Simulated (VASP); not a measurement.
# W3C in VASP: a series of runs

W3C is run at these levels: PBE; tasks: single point.

All numbers are computed with VASP 6.6.1; they aren't measurements. Logs are shortened: lines on timing, memory, paths and dates and some standing lists are left out, and cuts for length are marked.

## 1. The cell of the first run

The cell holds a slab with vacuum, 4 atoms: a = 2.855 Å, b = 2.855 Å, c = 20.197 Å, α = 90.00°, β = 90.00°, γ = 120.00°.

## 2. Single point, PBE

File INCAR:

```
ALGO     = Normal         # electronic algorithm
DIPOL    = 0.5 0.5 0.363
EDIFF    = 1E-6           # SCF threshold, eV
ENCUT    = 520            # plane-wave cutoff, eV
GGA      = PE             # functional
IDIPOL   = 3            
ISIF     = 2              # what is computed and relaxed
ISMEAR   = 0              # smearing method
LASPH    = True           # aspherical terms in the spheres
LCHARG   = False          # write CHGCAR
LDIPOL   = True         
LREAL    = False          # projectors in reciprocal space
LWAVE    = False          # write WAVECAR
NBANDS   = 31             # bands
NELM     = 80             # most SCF steps
PREC     = Accurate       # precision mode
SIGMA    = 0.1            # smearing width, eV
```

File KPOINTS:

```
k-points
0
Gamma
  9 9 1
```

File POSCAR:

```
W3C
1.0
    2.8545944806      0.0000000000      0.0000000000
   -1.4272972403      2.4721513377      0.0000000000
    0.0000000000      0.0000000000     20.1971108355
W C
3 1
Direct
    0.6666666667      0.3333333333      0.1980481284
    0.3333333333      0.6666666667      0.3143337982
    0.0000000000      0.0000000000      0.4306116309
    0.0000000000      0.3333333333      0.5082178722
```

Potentials or basis: VASP PAW PBE potentials, release 64 (W_sv, C).

Launch:

```console
cat potpaw_PBE.64/W_sv/POTCAR potpaw_PBE.64/C/POTCAR > POTCAR
mpirun -np 1 vasp_std > vasp.out
```

OUTCAR:

```text
EDIFF = 1E-6
   ENCUT = 520
   GGA = PE
   ISIF = 2
   ISMEAR = 0
   LASPH = True
   LREAL = False
   NELM = 80
   PREC = Accurate

 ion  position               nearest neighbor table
   1  0.667  0.333  0.198-   2 2.87   2 2.87   2 2.87
   2  0.333  0.667  0.314-   3 2.87   3 2.87   3 2.87   1 2.87   1 2.87   1 2.87
   3  0.000  0.000  0.431-   4 1.83   4 2.47   2 2.87   2 2.87   2 2.87
   4  0.000  0.333  0.508-   3 1.83   3 2.47

  LATTYP: Found a hexagonal cell.
 ALAT       =     2.8545944806
 C/A-ratio  =     7.0752994770

  Lattice vectors:

 A1 = (   2.8545944806,   0.0000000000,   0.0000000000)
 A2 = (  -1.4272972403,   2.4721513377,   0.0000000000)
 A3 = (   0.0000000000,   0.0000000000,  20.1971108355)

Analysis of symmetry for initial positions (statically):
=====================================================================
 Subroutine PRICEL returns:
 Original cell was already a primitive cell.

 Routine SETGRP: Setting up the symmetry group for a
 hexagonal supercell.

 Subroutine GETGRP returns: Found  1 space group operations
 (whereof  1 operations were pure point group operations)
 out of a pool of 24 trial point group operations.

The static configuration has the point symmetry C_1 .

Analysis of symmetry for dynamics (positions and initial velocities):
=====================================================================
 Subroutine PRICEL returns:
 Original cell was already a primitive cell.

 Routine SETGRP: Setting up the symmetry group for a
 hexagonal supercell.

 Subroutine GETGRP returns: Found  1 space group operations
 (whereof  1 operations were pure point group operations)
 out of a pool of 24 trial point group operations.

The dynamic configuration has the point symmetry C_1 .

 Subroutine INISYM returns: Found  1 space group operations
 (whereof  1 operations are pure point group operations),
 and found     1 'primitive' translations

----------------------------------------------------------------------------------------

                                     Primitive cell

  volume of cell :     142.5308

  direct lattice vectors                    reciprocal lattice vectors
     2.854594481  0.000000000  0.000000000     0.350312455  0.202252990  0.000000000
    -1.427297240  2.472151338  0.000000000     0.000000000  0.404505980  0.000000000
     0.000000000  0.000000000 20.197110835     0.000000000  0.000000000  0.049512032

  length of vectors
     2.854594481  2.854594481 20.197110835     0.404505980  0.404505980  0.049512032

  position of ions in fractional coordinates (direct lattice)
     0.666666667  0.333333333  0.198048128
     0.333333333  0.666666667  0.314333798
     0.000000000  0.000000000  0.430611631
     0.000000000  0.333333333  0.508217872

  ion indices of the primitive-cell ions
   primitive index   ion index
                 1           1
                 2           2
                 3           3
                 4           4

----------------------------------------------------------------------------------------

 KPOINTS: k-points

Automatic generation of k-mesh.
 Grid dimensions read from file:
 generate k-points for:    9    9    1

 Generating k-lattice:

  Cartesian coordinates                     Fractional coordinates (reciprocal lattice)
     0.038923606  0.022472554  0.000000000     0.111111111  0.000000000  0.000000000
     0.000000000  0.044945109  0.000000000     0.000000000  0.111111111  0.000000000
     0.000000000  0.000000000  0.049512032     0.000000000  0.000000000  1.000000000

  Length of vectors
     0.044945109  0.044945109  0.049512032

  Shift w.r.t. Gamma in fractional coordinates (k-lattice)
     0.000000000  0.000000000  0.000000000

 Subroutine IBZKPT returns following result:
 ===========================================

 Found     41 irreducible k-points:

 Following reciprocal coordinates:
            Coordinates               Weight
  0.000000  0.000000  0.000000      1.000000
  0.111111 -0.000000  0.000000      2.000000
  0.000000  0.111111  0.000000      2.000000
 -0.111111  0.111111  0.000000      2.000000
  0.222222 -0.000000  0.000000      2.000000
  0.000000  0.222222  0.000000      2.000000
[... 16 lines left out ...]
  0.333333  0.111111  0.000000      2.000000
 -0.111111  0.444444  0.000000      2.000000
 [... further k-points ...]
   k-points           NKPTS =     41   k-points in BZ     NKDIM =     41   number of bands    NBANDS=     31
   number of dos      NEDOS =    301   number of ions     NIONS =      4
   total plane-waves  NPLWV =  86400
   dimension x,y,z NGX =    24 NGY =   24 NGZ =  150
   dimension x,y,z NGXF=    48 NGYF=   48 NGZF=  300
   ions per type =               3   1
   NGX,Y,Z   is equivalent  to a cutoff of  13.98, 13.98, 12.35 a.u.
   NGXF,Y,Z  is equivalent  to a cutoff of  27.95, 27.95, 24.69 a.u.
 SYSTEM =  unknown system
   PREC   = accura    normal or accurate (medium, high low for compatibility)
   ISTART =      0    job   : 0-new  1-cont  2-samecut
   ICHARG =      2    charge: 1-file 2-atom 10-const
   ISPIN  =      1    spin polarized calculation?
   LNONCOLLINEAR =      F non collinear calculations
   LSORBIT =      F    spin-orbit coupling
   LASPH  =      T    aspherical Exc in radial PAW
   ENCUT  =  520.0 eV  38.22 Ry    6.18 a.u.   5.31  5.31 37.55*2*pi/ulx,y,z
   NELM   =     80;   NELMIN=  2; NELMDL= -5     # of ELM steps
   EDIFF  = 0.1E-05   stopping-criterion for ELM
   LREAL  =      F    real-space projection
   EDIFFG = 0.1E-04   stopping-criterion for IOM
   NSW    =      0    number of steps for IOM
   IBRION =     -1    ionic relax: 0-MD 1-quasi-New 2-CG
   NFREE  =      0    steps in history (QN), initial steepest desc. (CG)
   ISIF   =      2    stress and relaxation
   ISYM   =      2    0-nonsym 1-usesym 2-fastsym
   POTIM  = 0.5000    time-step for ionic-motion
   TEBEG  =    0.0;   TEEND  =   0.0 temperature during run
   PSTRESS=    0.0 pullay stress
   NELECT =      46.0000    total number of electrons
   NUPDOWN=      -1.0000    fix difference up-down
   EMIN   =  10.00;   EMAX   =-10.00  energy-range for DOS
   EFERMI =   0.00;   METHOD = LEGACY
   ISMEAR =     0;   SIGMA  =   0.10  broadening in eV -4-tet -1-fermi 0-gaus
   EFERMI_NEDOS =   21; number of points for ismear=-14 and -15
   IALGO  =     38    algorithm
   IMIX   =      4    mixing-type and parameters
     AMIX     =   0.40;   BMIX     =  1.00
     AMIX_MAG =   1.60;   BMIX_MAG =  1.00
  volume/ion in A,a.u.               =      35.63       240.46
  Fermi-wavevector in a.u.,A,eV,Ry     =   1.122943  2.122055 17.156972  1.261002
  Thomas-Fermi vector in A             =   2.259607
   LORBIT       =      0    0 simple, 1 ext, 2 COOP (PROOUT), +10 PAW based schemes
   GGA     = PE    functional components
   LHFCALC =     F    Hartree Fock is set to
   AEXX    =    0.0000 exact exchange contribution
   IVDW    =     0    specifies the selected vdW correction
   LEPSILON=     F    determine dielectric tensor
   LRPA    =     F    only Hartree local field effects (RPA)
 non-spin polarized calculation
 Gauss-broadening in eV      SIGMA  =   0.10
  energy-cutoff  :      520.00
  volume of cell :      142.53
 maximum number of plane-waves:      3867
 NGX is ok and might be reduce to    24
   NGX = 11   NGY = 11   NGZ = 75

 dipolmoment           0.000000      0.000000     -0.024163 electrons x Angstroem

 number of electron      46.0000000 magnetization

 dipolmoment           0.000000      0.000000      0.068590 electrons x Angstroem

 Free energy of the ion-electron system (eV)
  ---------------------------------------------------
  ext. energy  EPLUGINS =         0.00000000
  ---------------------------------------------------
  free energy    TOTEN  =       -41.78293536 eV

  energy without entropy =      -41.76478786  energy(sigma->0) =      -41.77386161

 E-fermi :   0.3062     XC(G=0):  -6.2349

 val. band max:        0.3009677689   @ k =   0.0000   0.0000   0.0000
 cond. band min:       0.3327847895   @ k =   0.0000   0.0000   0.0000
 fundamental gap:      0.0318170206
 Fermi energy:         0.3062454346

 k-point     1 :       0.0000    0.0000    0.0000
  band No.  band energies     occupation
      1     -73.4446      2.00000
      2     -73.3928      2.00000
      3     -73.2622      2.00000
      4     -38.0745      2.00000
      5     -37.6943      2.00000
      6     -37.3068      2.00000
[... 23 lines left out ...]
     30       2.9386      0.00000
     31       4.0251      0.00000

 k-point     2 :       0.1111   -0.0000    0.0000
  band No.  band energies     occupation
      1     -73.4351      2.00000
      2     -73.3859      2.00000
      3     -73.2543      2.00000
      4     -38.0435      2.00000
      5     -37.6923      2.00000
      6     -37.3371      2.00000
[... 23 lines left out ...]
     30       3.1716      0.00000
     31       4.0819      0.00000

 k-point     3 :       0.0000    0.1111    0.0000
  band No.  band energies     occupation
      1     -73.4351      2.00000
      2     -73.3859      2.00000
      3     -73.2542      2.00000
      4     -38.0431      2.00000
      5     -37.6913      2.00000
      6     -37.3408      2.00000
[... 23 lines left out ...]
     30       3.0776      0.00000
     31       4.0368      0.00000

 k-point     4 :      -0.1111    0.1111    0.0000
  band No.  band energies     occupation
      1     -73.4351      2.00000
      2     -73.3859      2.00000
      3     -73.2542      2.00000
      4     -38.0428      2.00000
      5     -37.6924      2.00000
      6     -37.3495      2.00000
[... 635 lines left out ...]
     30       3.7849      0.00000
     31       4.2383      0.00000

 k-point    23 :       0.3333    0.1111    0.0000
  band No.  band energies     occupation
      1     -73.3665      2.00000
      2     -73.3411      2.00000
      3     -73.1999      2.00000
      4     -38.0160      2.00000
      5     -37.9649      2.00000
      6     -37.8452      2.00000
[... 23 lines left out ...]
     30       4.9625      0.00000
     31       5.5333      0.00000

 k-point    24 :      -0.1111    0.4444    0.0000
  band No.  band energies     occupation
      1     -73.3665      2.00000
      2     -73.3411      2.00000
      3     -73.1992      2.00000
      4     -38.0138      2.00000
      5     -37.9872      2.00000
      6     -37.8613      2.00000
[... 23 lines left out ...]
     30       4.9436      0.00000
     31       5.5085      0.00000

 [... further k-points ...]

------------------------ aborting loop because EDIFF is reached ----------------------------------------

 vacuum level on the upper side and lower side of the slab       (xc-potential included)         0.748        -0.982

  FORCE on cell =-STRESS in cart. coord.  units (eV):
  Direction    XX          YY          ZZ          XY          YZ          ZX
  --------------------------------------------------------------------------------------
  -------------------------------------------------------------------------------------
  Total       -1.9785840     -2.0340002      0.4101520     -0.9095743      2.4645074     -1.4424188
  in kB      -22.2411045    -22.8640336      4.6104862    -10.2244517     27.7033310    -16.2141143
  external PRESSURE =     -13.4982173 kB  Pullay stress =       0.0000000 kB

 VOLUME and BASIS-vectors are now :
 -----------------------------------------------------------------------------
  energy-cutoff  :      520.00
  volume of cell :      142.53
      direct lattice vectors                 reciprocal lattice vectors
     2.854594481  0.000000000  0.000000000     0.350312455  0.202252990  0.000000000
    -1.427297240  2.472151338  0.000000000     0.000000000  0.404505980  0.000000000
     0.000000000  0.000000000 20.197110835     0.000000000  0.000000000  0.049512032

 POSITION                                       TOTAL-FORCE (eV/Angst)
 -----------------------------------------------------------------------------------
      1.42730      0.82405      4.00000        -0.045830      0.038134     -0.163567
     -0.00000      1.64810      6.34863        -0.029127      0.180809      0.212671
      0.00000      0.00000      8.69711         1.176118     -2.176258     -0.161037
     -0.47577      0.82405     10.26453        -1.101162      1.957315      0.111932
 -----------------------------------------------------------------------------------
    total drift:                                0.000034     -0.000053      0.000135

  FREE ENERGIE OF THE ION-ELECTRON SYSTEM (eV)
  ---------------------------------------------------
  free  energy   TOTEN  =       -41.7829353598 eV

  energy  without entropy=      -41.7647878554  energy(sigma->0) =      -41.77386161

 vacuum level on the upper side and lower side of the slab         7.163         5.358
```

Wall time 8.6 min (1 thread of Intel Xeon 8259CL, shared host); peak memory 0.36 GiB.

Results:

| Item | Value |
| --- | --- |
| Free energy | -41.7829 eV |
| Largest force | 2.479 eV/Å |
| Band gap on the k mesh | zero (bands 23 and 24 overlap by 0.78 eV) |

Forces on the atoms (eV/Å):
```
W   -0.046  0.038 -0.164
W   -0.029  0.181  0.213
W    1.176 -2.176 -0.161
C   -1.101  1.957  0.112
```

Levels at points of the mesh, in eV from the Fermi level:
```csv
k point,band 20,band 21,band 22,band 23,band 24,band 25,band 26,band 27
"(0.00, 0.00, 0.00)",-0.76,-0.55,-0.38,-0.16,-0.01,0.03,0.45,1.66
```

Caveat: spin-orbit coupling is left out, which moves the levels of the heavy elements.

## 3. Single point, PBE

File INCAR:

```
PREC     = Accurate       # precision mode
ENCUT    = 520            # plane-wave cutoff, eV
EDIFF    = 1E-6           # SCF threshold, eV
ISMEAR   = 0              # smearing method
SIGMA    = 0.1            # smearing width, eV
LREAL    = F              # projectors in reciprocal space
LASPH    = T              # aspherical terms in the spheres
NELM     = 80             # most SCF steps
ALGO     = Normal         # electronic algorithm
ISIF     = 2              # what is computed and relaxed
LWAVE    = F              # write WAVECAR
LCHARG   = F              # write CHGCAR
LDIPOL   = T            
IDIPOL   = 3            
DIPOL    = 0.5 0.5 0.360
GGA      = PE             # functional
NBANDS   = 31             # bands
```

File KPOINTS:

```
regular mesh
0
Gamma
  9 9 1
```

Edit POSCAR of step 2 so:

```diff
@@ -11,2 +11,2 @@
     0.0000000000      0.0000000000      0.4306116309
-    0.0000000000      0.3333333333      0.5082178722
+    0.1666666667      0.6666666667      0.4952069173
```

Potentials or basis: VASP PAW PBE potentials, release 64 (W_sv, C).

Launch:

```console
cat potpaw_PBE.64/W_sv/POTCAR potpaw_PBE.64/C/POTCAR > POTCAR
mpirun -np 1 vasp_std > vasp.out
```

Run time: 12 min. Hardware: 1 thread of Intel Xeon 8259CL, shared host; peak memory 0.36 GiB.

The run converged. Its results:

* Free energy: -42.5569 eV
* Largest force: 2.964 eV/Å
* Band gap on the k mesh: zero (bands 23 and 24 overlap by 0.72 eV)

Forces in eV/Å, atoms in the order of the input:
```
W    0.025 -0.044 -0.150
W    0.137 -0.084 -0.347
W   -2.530  1.497  0.384
C    2.368 -1.369  0.114
```

Levels at points of the mesh, in eV from the Fermi level:
| k point | band 21 | band 22 | band 23 | band 24 | band 25 | band 26 |
| --- | --- | --- | --- | --- | --- | --- |
| (0.00, 0.00, 0.00) | -0.45 | -0.37 | -0.20 | -0.04 | 0.13 | 0.38 |

Caveat: spin-orbit coupling is left out, which moves the levels of the heavy elements.

## 4. Single point, PBE

File INCAR:

```
SYSTEM = W3C
PREC = Accurate
ENCUT = 520
EDIFF = 1E-7
ISMEAR = 0
SIGMA = 0.1
LREAL = .False.
LASPH = .True.
NELM = 80
ALGO = Normal
ISIF = 2
LWAVE = .False.
LCHARG = .False.
LDIPOL = .True.
IDIPOL = 3
DIPOL = 0.5 0.5 0.360
GGA = PE
NBANDS = 31
```

File KPOINTS:

```
regular mesh
0
Gamma
  9 9 1
  0 0 0
```

Edit POSCAR of step 3 so:

```diff
@@ -11,2 +11,2 @@
     0.0000000000      0.0000000000      0.4306116309
-    0.1666666667      0.6666666667      0.4952069173
+    0.5000000000      0.3333333333      0.4952228466
```

Launch:

```console
cat potpaw_PBE.64/W_sv/POTCAR potpaw_PBE.64/C/POTCAR > POTCAR
mpirun -np 1 vasp_std > vasp.out
```

Wall time 14 min (1 thread of Intel Xeon 8259CL, shared host); peak memory 0.36 GiB.

The run converged. Its results:

| Property | Result |
| --- | --- |
| Free energy | -42.6215 eV |
| Largest force | 3.060 eV/Å |
| Band gap on the k mesh | zero (bands 23 and 24 overlap by 0.77 eV) |

Forces in eV/Å, atoms in the order of the input:
```
W    0.055  0.022 -0.127
W   -0.146  0.035  0.007
W   -2.575 -1.556  0.012
C    2.666  1.499  0.108
```

Levels at points of the mesh, in eV from the Fermi level:
```
           k point  band 20  band 21  band 22  band 23  band 24  band 25  band 26  band 27
(0.00, 0.00, 0.00)    -1.14    -0.56    -0.42    -0.04    -0.02     0.16     0.54     1.90
```

Caveat: spin-orbit coupling is left out, which moves the levels of the heavy elements.

## 5. Summary

```csv
cell,gap on the mesh (eV),largest force (eV/Å)
"as given, atomic positions A",none,2.48
"as given, atomic positions B",none,2.96
"as given, atomic positions C",none,3.06
```

Alike in all rows: task single point; level PBE; potentials or basis VASP PAW PBE potentials, release 64 (W_sv, C); no spin polarisation; k mesh 9 × 9 × 1; cutoff (eV) 520; smearing gaussian 0.1 eV.

Caveats: spin-orbit coupling is left out, which moves the levels of the heavy elements.

Total energies depend on the potentials used, so only differences within one code and one set of settings carry meaning.

The gap in the log of VASP goes by the Fermi energy; the results here count the filled bands.